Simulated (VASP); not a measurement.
# SiO2 in VASP: notebook

The runs below take SiO2 through single point, with PBE+D3(BJ).

All numbers are computed with VASP 6.6.1; they aren't measurements. Logs are shortened: lines on timing, memory, paths and dates and some standing lists are left out, and cuts for length are marked.

## Step 1: The cell of the first run

The cell holds a sheet with vacuum, 6 atoms: a = 3.793 Å, b = 3.793 Å, c = 18.000 Å, α = 90.00°, β = 90.00°, γ = 90.00°.

## Step 2: Single point, PBE+D3(BJ), collinear spin, ferromagnetic start

File INCAR:

```
ALGO = Normal ; DIPOL = 0.5 0.5 0.500
EDIFF = 1E-6 ; ENCUT = 520
GGA = PE ; IDIPOL = 3
ISIF = 2 ; ISMEAR = 0
ISPIN = 2 ; IVDW = 12
LASPH = True ; LCHARG = True
LDIPOL = True ; LELF = True
LORBIT = 11 ; LREAL = False
LVACPOTAV = True ; LVHAR = True
LWAVE = False ; MAGMOM = 0 0 1 1 1 1
NBANDS = 29 ; NELM = 150
PREC = Accurate ; SIGMA = 0.1
```

File KPOINTS:

```
k-points
0
Gamma
  4 4 1
```

File POSCAR:

```
SiO2
1.0
    3.7925757000      0.0000000000      0.0000000000
    0.0000000000      3.7925757000      0.0000000000
    0.0000000000      0.0000000000     18.0000000000
Si O
2 4
Direct
    0.0000000000      0.0000000000      0.4039397600
    0.0000000000      0.0000000000      0.5947916700
    0.0000000000      0.5000000000      0.4052083300
    0.5000000000      0.0000000000      0.4052083300
    0.0000000000      0.5000000000      0.5960602400
    0.5000000000      0.0000000000      0.5960602400
```

Potentials or basis: VASP PAW PBE potentials, release 64 (Si, O).

On the command line:

```console
cat potpaw_PBE.64/Si/POTCAR potpaw_PBE.64/O/POTCAR > POTCAR
mpirun -np 1 vasp_std > vasp.out
```

OUTCAR:

```text
EDIFF = 1E-6
   ENCUT = 520
   GGA = PE
   ISIF = 2
   ISMEAR = 0
   ISPIN = 2
   IVDW = 12
   LASPH = True
   LORBIT = 11
   LREAL = False
   NELM = 150
   PREC = Accurate
 IVDW          = 12

 ion  position               nearest neighbor table
   1  0.000  0.000  0.404-   3 1.90   4 1.90   3 1.90   4 1.90
   2  0.000  0.000  0.595-   5 1.90   6 1.90   5 1.90   6 1.90
   3  0.000  0.500  0.405-   1 1.90   1 1.90
   4  0.500  0.000  0.405-   1 1.90   1 1.90
   5  0.000  0.500  0.596-   2 1.90   2 1.90
   6  0.500  0.000  0.596-   2 1.90   2 1.90

  LATTYP: Found a simple tetragonal cell.
 ALAT       =     3.7925757000
 C/A-ratio  =     4.7461148897

  Lattice vectors:

 A1 = (   3.7925757000,   0.0000000000,   0.0000000000)
 A2 = (   0.0000000000,   3.7925757000,   0.0000000000)
 A3 = (   0.0000000000,   0.0000000000,  18.0000000000)

Analysis of symmetry for initial positions (statically):
=====================================================================
 Subroutine PRICEL returns:
 Original cell was already a primitive cell.

 Routine SETGRP: Setting up the symmetry group for a
 simple tetragonal supercell.

 Subroutine GETGRP returns: Found  8 space group operations
 (whereof  8 operations were pure point group operations)
 out of a pool of 16 trial point group operations.

The static configuration has the point symmetry C_4v.

Analysis of symmetry for dynamics (positions and initial velocities):
=====================================================================
 Subroutine PRICEL returns:
 Original cell was already a primitive cell.

 Routine SETGRP: Setting up the symmetry group for a
 simple tetragonal supercell.

 Subroutine GETGRP returns: Found  8 space group operations
 (whereof  8 operations were pure point group operations)
 out of a pool of 16 trial point group operations.

The dynamic configuration has the point symmetry C_4v.

Analysis of structural, dynamic, and magnetic symmetry:
=====================================================================
 Subroutine PRICEL returns:
 Original cell was already a primitive cell.

 Routine SETGRP: Setting up the symmetry group for a
 simple tetragonal supercell.

 Subroutine GETGRP returns: Found  8 space group operations
 (whereof  8 operations were pure point group operations)
 out of a pool of 16 trial point group operations.

The overall configuration has the point symmetry C_4v.

[... 127 lines left out ...]
 number of electron      31.9999979 magnetization       0.0002021

 number of electron      31.9999979 magnetization      -0.0000514

 dipolmoment           0.000000      0.000000      0.020172 electrons x Angstroem

 Free energy of the ion-electron system (eV)
  ---------------------------------------------------
  ext. energy  EPLUGINS =         0.00000000
  ---------------------------------------------------
  free energy    TOTEN  =       -36.62495348 eV

  energy without entropy =      -36.62401014  energy(sigma->0) =      -36.62448181

 E-fermi :  -3.0986     XC(G=0):  -3.6908

 val. band max:       -3.2840019202   @ k =   0.5000   0.2500   0.0000
 cond. band min:      -2.9140016657   @ k =   0.2500   0.0000   0.0000
 fundamental gap:      0.3700002545
 Fermi energy:        -3.0985590556

 spin component 1

 k-point     1 :       0.0000    0.0000    0.0000
  band No.  band energies     occupation
      1     -21.5817      1.00000
      2     -21.4549      1.00000
      3     -19.6340      1.00000
      4     -19.5268      1.00000
      5      -9.1838      1.00000
      6      -9.1838      1.00000
[... 175 lines left out ...]
     27       6.9364      0.00000
     28       6.9600      0.00000
 Fermi energy:        -3.0985590556

 spin component 2

 k-point     1 :       0.0000    0.0000    0.0000
  band No.  band energies     occupation
      1     -21.5818      1.00000
      2     -21.4549      1.00000
      3     -19.6341      1.00000
      4     -19.5268      1.00000
      5      -9.1839      1.00000
      6      -9.1839      1.00000
[... 175 lines left out ...]
     27       6.9155      0.00000
     28       6.9574      0.00000
 [bands above 28 left out]

------------------------ aborting loop because EDIFF is reached ----------------------------------------

 Edisp (eV)   -0.47624

 E8    (eV) :    -0.1675

  FORCE on cell =-STRESS in cart. coord.  units (eV):
  Direction    XX          YY          ZZ          XY          YZ          ZX
  --------------------------------------------------------------------------------------
  -------------------------------------------------------------------------------------
  Total     -27.74102   -27.74102     0.70310     0.00000     0.00000     0.00000
  in kB    -171.66906  -171.66906     4.35096     0.00000     0.00000     0.00000
  external pressure =     -113.00 kB  Pullay stress =        0.00 kB

 VOLUME and BASIS-vectors are now :
 -----------------------------------------------------------------------------
  energy-cutoff  :      520.00
  volume of cell :      258.91
      direct lattice vectors                 reciprocal lattice vectors
     3.792575700  0.000000000  0.000000000     0.263673049  0.000000000  0.000000000
     0.000000000  3.792575700  0.000000000     0.000000000  0.263673049  0.000000000
     0.000000000  0.000000000 18.000000000     0.000000000  0.000000000  0.055555556

 POSITION                                       TOTAL-FORCE (eV/Angst)
 -----------------------------------------------------------------------------------
      0.00000      0.00000      7.27092         0.000000     -0.000000      0.168005
      0.00000      0.00000     10.70625         0.000000      0.000000      0.227768
      0.00000      1.89629      7.29375        -0.000000     -0.000000     -0.201537
      1.89629      0.00000      7.29375         0.000000     -0.000000     -0.201537
      0.00000      1.89629     10.72908         0.000000     -0.000000      0.003651
      1.89629      0.00000     10.72908        -0.000000     -0.000000      0.003651
 -----------------------------------------------------------------------------------
    total drift:                                0.000000      0.000000      0.000281

  FREE ENERGIE OF THE ION-ELECTRON SYSTEM (eV)
  ---------------------------------------------------
  free  energy   TOTEN  =       -37.1011902317 eV

  energy  without entropy=      -37.1002468824  energy(sigma->0) =      -37.10071856

 vacuum level on the upper side and lower side of the slab         2.554         2.300

 total charge

# of ion       s       p       d       tot
------------------------------------------
    1        0.653   0.589   0.000   1.242
    2        0.653   0.589   0.000   1.242
    3        1.561   3.363   0.000   4.923
    4        1.561   3.363   0.000   4.923
    5        1.560   3.363   0.000   4.923
    6        1.560   3.363   0.000   4.923
--------------------------------------------------
tot          7.548  14.629   0.000  22.177

 magnetization (x)

# of ion       s       p       d       tot
------------------------------------------
    1        0.000  -0.000   0.000  -0.000
    2       -0.000  -0.000   0.000  -0.000
    3       -0.000   0.000   0.000   0.000
    4       -0.000   0.000   0.000   0.000
    5       -0.000   0.000   0.000   0.000
    6       -0.000   0.000   0.000   0.000
--------------------------------------------------
tot         -0.000   0.000   0.000   0.000
```

OSZICAR:

```text
N       E                     dE             d eps       ncg     rms          rms(c)
DAV:   1     0.259567289859E+03    0.25957E+03   -0.12421E+04   696   0.857E+02
[... 21 lines left out ...]
DAV:  23    -0.366249065079E+02   -0.80573E-04   -0.61469E-06   665   0.124E-02    0.153E-03
DAV:  24    -0.366249273206E+02   -0.20813E-04   -0.15008E-06   685   0.684E-03    0.721E-04
DAV:  25    -0.366249401472E+02   -0.12827E-04   -0.59008E-07   621   0.402E-03    0.488E-04
DAV:  26    -0.366249477399E+02   -0.75927E-05   -0.21310E-07   580   0.204E-03    0.390E-04
DAV:  27    -0.366249518620E+02   -0.41221E-05   -0.11627E-07   565   0.119E-03    0.209E-04
DAV:  28    -0.366249528949E+02   -0.10329E-05   -0.19406E-08   646   0.632E-04    0.146E-04
DAV:  29    -0.366249534843E+02   -0.58942E-06   -0.68243E-09   577   0.452E-04
   1 F= -.37101190E+02 E0= -.37100719E+02  d E =-.943349E-03  mag=    -0.0000
```

It took 76 s on 1 thread of Intel Xeon 6975P-C (Granite Rapids), shared host; peak memory 0.43 GiB.

Results:

```
Free energy                                           : -37.1012 eV
Largest force                                         : 0.228 eV/Å
Band gap on the k mesh                                : zero (filled and empty bands overlap)
Net moment                                            : 0.00 μB per cell
Valence electrons inside the program's atomic spheres : Si 1.24; O 4.92
Dispersion energy per atom                            : -0.079 eV
```

Forces in eV/Å, atoms in the order of the input:
```
Si   0.000  0.000  0.168
Si   0.000  0.000  0.228
O    0.000  0.000 -0.202
O    0.000  0.000 -0.202
O    0.000  0.000  0.004
O    0.000  0.000  0.004
```

Caveat: the k points lie up to 0.41 Å⁻¹ apart, too coarse for converged energies and pressures of a metal.

## Step 3: Single point, PBE+D3(BJ)

This run uses another cell than the first one.

File INCAR:

```
SYSTEM = SiO2
PREC = Accurate
ENCUT = 520
EDIFF = 1E-7
ISMEAR = 0
SIGMA = 0.1
LREAL = .FALSE.
LASPH = .TRUE.
NELM = 80
ALGO = Normal
ISIF = 2
LWAVE = .FALSE.
LCHARG = .FALSE.
LDIPOL = .TRUE.
IDIPOL = 3
DIPOL = 0.5 0.5 0.293
GGA = PE
IVDW = 12
NBANDS = 25
```

File KPOINTS:

```
regular mesh
0
G
  12 12 1
  0 0 0
```

File POSCAR:

```
SiO2
1.0
    3.3345083840      0.0000000000      0.0000000000
    0.0000000000      3.3345083840      0.0000000000
    0.0000000000      0.0000000000     30.7163372800
Si O
2 4
Direct
    0.0000000000      0.0000000000      0.2303730902
    0.0000000000      0.0000000000      0.3558820761
    0.0000000000      0.5000000000      0.2302530635
    0.5000000000      0.0000000000      0.2302530635
    0.0000000000      0.5000000000      0.3560021028
    0.5000000000      0.0000000000      0.3560021028
```

Potentials or basis: VASP PAW PBE potentials, release 64 (Si, O).

On the command line:

```console
cat potpaw_PBE.64/Si/POTCAR potpaw_PBE.64/O/POTCAR > POTCAR
mpirun -np 1 vasp_std > vasp.out
```

Run time: 3.2 min. Hardware: 1 thread of Intel Xeon 6975P-C (Granite Rapids), shared host; peak memory 0.55 GiB.

The run converged. Its results:

| Property | Result |
| --- | --- |
| Free energy | -41.3388 eV |
| Largest force | 0.010 eV/Å |
| Band gap on the k mesh | zero (bands 16 and 17 overlap by 0.42 eV) |
| Dispersion energy per atom | -0.097 eV |

Forces on the atoms (eV/Å):
```
Si   0.000  0.000  0.010
Si   0.000  0.000 -0.010
O    0.000  0.000 -0.004
O    0.000  0.000 -0.004
O    0.000  0.000  0.004
O    0.000  0.000  0.004
```

Levels at points of the mesh, in eV from the Fermi level:
| k point | band 13 | band 14 | band 15 | band 16 | band 17 | band 18 | band 19 | band 20 |
| --- | --- | --- | --- | --- | --- | --- | --- | --- |
| (0.00, 0.00, 0.00) | -1.62 | -1.62 | -1.61 | -1.61 | -0.32 | 0.79 | 3.10 | 3.28 |
| (0.50, 0.00, 0.00) | -3.21 | -3.19 | -3.17 | -3.17 | 2.19 | 3.30 | 3.37 | 4.88 |
| (0.50, 0.50, 0.00) | -3.89 | -3.89 | 0.10 | 0.10 | 0.23 | 1.42 | 4.41 | 5.97 |

The gap in the log of VASP goes by the Fermi energy; the results here count the filled bands.